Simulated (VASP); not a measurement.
# F (C2/c) in VASP: a series of runs, part 2 of 2

VASP 6.6.1. Earlier steps stand in the parts before.

### Step 3. Single point, r2SCAN (uniaxial x strain +2.1%)

The input, POSCAR:

```
F
1.0
    2.5112185160     -1.6304914466      0.1027353268
    2.5112185160      1.6304914466      0.1027353268
   -0.3011689780      0.0000000000      6.4767010582
F
4
Direct
    0.5962741259      0.9035515052      0.5965946784
    0.0964484948      0.4037258741      0.9034053216
    0.4037258741      0.0964484948      0.4034053216
    0.9035515052      0.5962741259      0.0965946784
```

The input, INCAR.step1:

```
SYSTEM = F
PREC = Accurate ; ENCUT = 520
ISMEAR = 0 ; SIGMA = 0.01
LREAL = .FALSE. ; LASPH = .TRUE.
NELM = 80 ; NBANDS = 22
GGA = PE ; ALGO = Normal
EDIFF = 1E-4 ; LWAVE = .TRUE.
LCHARG = .FALSE.
```

The input, INCAR.step2:

```
SYSTEM = F
PREC = Accurate ; ENCUT = 520
EDIFF = 1E-6 ; ISMEAR = 0
SIGMA = 0.01 ; LREAL = .FALSE.
LASPH = .TRUE. ; NELM = 80
ALGO = Normal ; ISIF = 2
LWAVE = .FALSE. ; LCHARG = .FALSE.
METAGGA = R2SCAN ; LMIXTAU = .TRUE.
NBANDS = 22 ; ISTART = 1
```

The input, KPOINTS:

```
Automatic mesh
0
G
  10 10 4
  0 0 0
```

Potentials or basis: VASP PAW PBE potentials, release 64 (F).

Command:

```
cat potpaw_PBE.64/F/POTCAR > POTCAR
cp INCAR.step1 INCAR
mpirun -np 1 vasp_std > vasp.out
cp INCAR.step2 INCAR
mpirun -np 1 vasp_std > vasp.out
```

Wall time 3.6 min (1 thread of AMD EPYC 9R45 (Zen 5), shared host); peak memory 0.19 GiB.

It converged, with:

```yaml
Free_energy: -12.4603 eV
Pressure: 1.4 GPa
Largest_force: 0.546 eV/Å
Band_gap_on_the_k_mesh: 3.77 eV
```

Forces in eV/Å, atoms in the order of the input:
```
F   -0.021 -0.245  0.487
F    0.021 -0.245 -0.487
F    0.021  0.245 -0.487
F   -0.021  0.245  0.487
```

Stress tensor (GPa, compression positive):
```
-0.26  0.00 -0.17
 0.00  0.83  0.00
-0.17  0.00  3.69
```

Levels at points of the mesh, in eV from the valence-band top:
```
           k point  band 12  band 13  band 14  band 15  band 16  band 17
(0.00, 0.00, 0.00)    -0.18    -0.04     0.00     3.77     4.86    10.90
(0.50, 0.00, 0.00)    -0.50    -0.11    -0.10     4.43     4.44    15.77
(0.50, 0.50, 0.00)    -0.64    -0.22    -0.18     4.09     4.75    16.08
(0.00, 0.00, 0.50)    -0.37    -0.02    -0.02     4.29     4.29    11.89
(0.50, 0.00, 0.50)    -0.43    -0.05    -0.05     4.39     4.40    16.10
(0.50, 0.50, 0.50)    -0.52    -0.45    -0.45     4.41     4.41    16.55
```

Caveat: the cell differs from its parent crystal (uniaxial x strain +2.1%); the PAW data sets were made with another functional, which shifts forces and pressure a little.

### Step 4. Single point, r2SCAN (strain +3.7%)

The input, POSCAR:

```
F
1.0
    2.5498261645     -1.6906565810      0.1065262603
    2.5498261645      1.6906565810      0.1065262603
   -0.3057991709      0.0000000000      6.7156913273
F
4
Direct
    0.5901824491      0.9103147266      0.5938345469
    0.0896852734      0.4098175509      0.9061654531
    0.4098175509      0.0896852734      0.4061654531
    0.9103147266      0.5901824491      0.0938345469
```

The input, INCAR.step1:

```
PREC = Accurate
ENCUT = 520
ISMEAR = 0
SIGMA = 0.01
LREAL = False
LASPH = True
NELM = 80
NBANDS = 22
GGA = PE
ALGO = Normal
EDIFF = 1E-4
LWAVE = True
LCHARG = False
```

The input, INCAR.step2:

```
PREC = Accurate
ENCUT = 520
EDIFF = 1E-7
ISMEAR = 0
SIGMA = 0.01
LREAL = False
LASPH = True
NELM = 80
ALGO = Normal
ISIF = 2
LWAVE = False
LCHARG = True
METAGGA = R2SCAN
LMIXTAU = True
LELF = True
LVHAR = True
NBANDS = 22
ISTART = 1
```

The input, KPOINTS:

```
regular mesh
0
Gamma
  10 10 4
```

Potentials or basis: VASP PAW PBE potentials, release 64 (F).

Command:

```
cat potpaw_PBE.64/F/POTCAR > POTCAR
cp INCAR.step1 INCAR
mpirun -np 1 vasp_std > vasp.out
cp INCAR.step2 INCAR
mpirun -np 1 vasp_std > vasp.out
```

OUTCAR:

```text
PREC = Accurate
   ENCUT = 520
   EDIFF = 1E-7
   ISMEAR = 0
   LREAL = False
   LASPH = True
   NELM = 80
   ISIF = 2
   METAGGA = R2SCAN
   ISTART = 1

 ion  position               nearest neighbor table
   1  0.590  0.910  0.594-   3 1.40
   2  0.090  0.410  0.906-   4 1.40
   3  0.410  0.090  0.406-   1 1.40
   4  0.910  0.590  0.094-   2 1.40

  LATTYP: Found a base centered monoclinic cell.
 ALAT       =     5.1041008271
 B/A-ratio  =     0.6624698995
 C/A-ratio  =     1.3171076035
 COS(beta)  =    -0.0037500124

  Lattice vectors:

 A1 = (   2.5498261645,  -1.6906565810,   0.1065262603)
 A2 = (   2.5498261645,   1.6906565810,   0.1065262603)
 A3 = (  -0.3057991709,   0.0000000000,   6.7156913273)

Analysis of symmetry for initial positions (statically):
=====================================================================
 Subroutine PRICEL returns:
 Original cell was already a primitive cell.

 Routine SETGRP: Setting up the symmetry group for a
 base centered monoclinic supercell.
[... 169 lines left out ...]
  free energy    TOTEN  =       -12.46406819 eV

  energy without entropy =      -12.46406819  energy(sigma->0) =      -12.46406819

 E-fermi :  -5.2358     XC(G=0):  -8.3738

 val. band max:       -5.3999609424   @ k =   0.0000   0.0000   0.0000
 cond. band min:      -1.5552659614   @ k =   0.0000   0.0000   0.0000
 fundamental gap:      3.8446949810
 Fermi energy:        -5.2357742949

 k-point     1 :       0.0000    0.0000    0.0000
  band No.  band energies     occupation
      1     -31.6890      2.00000
      2     -31.5589      2.00000
      3     -25.0550      2.00000
      4     -24.6830      2.00000
      5     -11.9114      2.00000
      6     -11.0869      2.00000
[... 589 lines left out ...]
     21      13.7742      0.00000
     22      14.9799      0.00000

 [... further k-points ...]

------------------------ aborting loop because EDIFF is reached ----------------------------------------

  FORCE on cell =-STRESS in cart. coord.  units (eV):
  Direction    XX          YY          ZZ          XY          YZ          ZX
  --------------------------------------------------------------------------------------
  -------------------------------------------------------------------------------------
  Total       -0.2411688     -0.0022074      0.9064032      0.0000000      0.0000000     -0.0487589
  in kB       -6.6606948     -0.0609657     25.0334046      0.0000000      0.0000000     -1.3466415
  external PRESSURE =       6.1039147 kB  Pullay stress =       0.0000000 kB

 VOLUME and BASIS-vectors are now :
 -----------------------------------------------------------------------------
  energy-cutoff  :      520.00
  volume of cell :       58.01
      direct lattice vectors                 reciprocal lattice vectors
     2.549826165 -1.690656581  0.106526260     0.195719471 -0.295743089  0.008912091
     2.549826165  1.690656581  0.106526260     0.195719471  0.295743089  0.008912091
    -0.305799171  0.000000000  6.715691327    -0.006209119  0.000000000  0.148622265

 POSITION                                       TOTAL-FORCE (eV/Angst)
 -----------------------------------------------------------------------------------
      3.64441      0.54123      4.14785        -0.021449     -0.235283      0.495091
      0.99654      0.54123      6.13874         0.021449     -0.235283     -0.495091
      1.14944     -0.54123      2.78089         0.021449      0.235283     -0.495091
      3.79731     -0.54123      0.79001        -0.021449      0.235283      0.495091
 -----------------------------------------------------------------------------------
    total drift:                                0.000000     -0.000000      0.000000

  FREE ENERGIE OF THE ION-ELECTRON SYSTEM (eV)
  ---------------------------------------------------
  free  energy   TOTEN  =       -12.4640681948 eV

  energy  without entropy=      -12.4640681948  energy(sigma->0) =      -12.46406819
```

OUTCAR.step1:

```text
PREC = Accurate
   ENCUT = 520
   ISMEAR = 0
   LREAL = False
   LASPH = True
[... 832 lines left out ...]
      3.64441      0.54123      4.14785        -0.039587     -0.423706      0.912025
      0.99654      0.54123      6.13874         0.039587     -0.423706     -0.912025
      1.14944     -0.54123      2.78089         0.039587      0.423706     -0.912025
      3.79731     -0.54123      0.79001        -0.039587      0.423706      0.912025
 -----------------------------------------------------------------------------------
    total drift:                                0.000000     -0.000000      0.000000

  FREE ENERGIE OF THE ION-ELECTRON SYSTEM (eV)
  ---------------------------------------------------
  free  energy   TOTEN  =        -7.2343248035 eV

  energy  without entropy=       -7.2343248035  energy(sigma->0) =       -7.23432480
```

OSZICAR.step1:

```text
N       E                     dE             d eps       ncg     rms          rms(c)
DAV:   1     0.180067239246E+03    0.18007E+03   -0.16531E+04  5196   0.121E+03
DAV:   2    -0.603732277579E+00   -0.18067E+03   -0.17469E+03  6822   0.299E+02
DAV:   3    -0.883650991287E+01   -0.82328E+01   -0.81973E+01  6048   0.615E+01
DAV:   4    -0.888695520350E+01   -0.50445E-01   -0.50444E-01  5400   0.546E+00
DAV:   5    -0.888724237496E+01   -0.28717E-03   -0.28717E-03  5952   0.383E-01    0.112E+01
DAV:   6    -0.765387119015E+01    0.12334E+01   -0.45413E-01  5250   0.687E+00    0.631E+00
DAV:   7    -0.723630269632E+01    0.41757E+00   -0.60157E-01  5148   0.742E+00    0.724E-01
DAV:   8    -0.723407699660E+01    0.22257E-02   -0.72015E-02  5502   0.195E+00    0.118E-01
DAV:   9    -0.723424727489E+01   -0.17028E-03   -0.82855E-04  5772   0.223E-01    0.598E-02
DAV:  10    -0.723432480346E+01   -0.77529E-04   -0.82918E-05  3850   0.864E-02
   1 F= -.72343248E+01 E0= -.72343248E+01  d E =-.622100E-80
```

It took 4 min on 1 thread of AMD EPYC 9R45 (Zen 5), shared host; peak memory 0.2 GiB.

What came out:

| Item | Value |
| --- | --- |
| Free energy | -12.4641 eV |
| Pressure | 0.6 GPa |
| Largest force | 0.549 eV/Å |
| Band gap on the k mesh | 3.84 eV |

Forces on the atoms (eV/Å):
```
F   -0.021 -0.235  0.495
F    0.021 -0.235 -0.495
F    0.021  0.235 -0.495
F   -0.021  0.235  0.495
```

Levels at points of the mesh, in eV from the valence-band top:
```csv
k point,band 10,band 11,band 12,band 13,band 14,band 15,band 16,band 17,band 18,band 19
"(0.00, 0.00, 0.00)",-3.25,-0.38,-0.14,-0.02,0.00,3.84,4.85,10.54,13.11,14.25
"(0.50, 0.00, 0.00)",-3.46,-0.42,-0.42,-0.07,-0.07,4.45,4.45,15.24,15.25,17.22
"(0.50, 0.50, 0.00)",-3.62,-0.74,-0.52,-0.18,-0.17,4.18,4.75,15.65,16.14,16.95
"(0.00, 0.00, 0.50)",-3.26,-0.28,-0.28,-0.01,-0.01,4.32,4.32,11.49,11.49,16.81
"(0.50, 0.00, 0.50)",-3.47,-0.38,-0.38,-0.04,-0.04,4.43,4.43,15.66,15.66,15.93
"(0.50, 0.50, 0.50)",-3.68,-0.45,-0.45,-0.36,-0.36,4.46,4.46,16.12,16.12,16.65
```

Caveat: the cell differs from its parent crystal (strain +3.7%); the PAW data sets were made with another functional, which shifts forces and pressure a little. A k mesh can miss the band edges.

### Step 5. Overview

```tsv
cell	gap on the mesh (eV)	pressure (GPa)	largest force (eV/Å)
a = 2.952, b = 2.952, c = 6.483 Å, angles 90.2, 90.2, 67.0°, 4 atoms, atomic positions A	3.75	1.6	0.54
a = 2.996, b = 2.996, c = 6.484 Å, angles 90.3, 90.3, 65.9°, 4 atoms, atomic positions A	3.77	1.4	0.55
a = 3.061, b = 3.061, c = 6.723 Å, angles 90.2, 90.2, 67.0°, 4 atoms, atomic positions B	3.84	0.6	0.55
```

Alike in all rows: task single point; level r2SCAN; potentials or basis VASP PAW PBE potentials, release 64 (F); no spin polarisation; k mesh 10 × 10 × 4; cutoff (eV) 520; smearing gaussian 0.01 eV.

Caveats: the PAW data sets were made with another functional, which shifts forces and pressure a little.

Absolute energies hang on the potentials; compare differences alone.
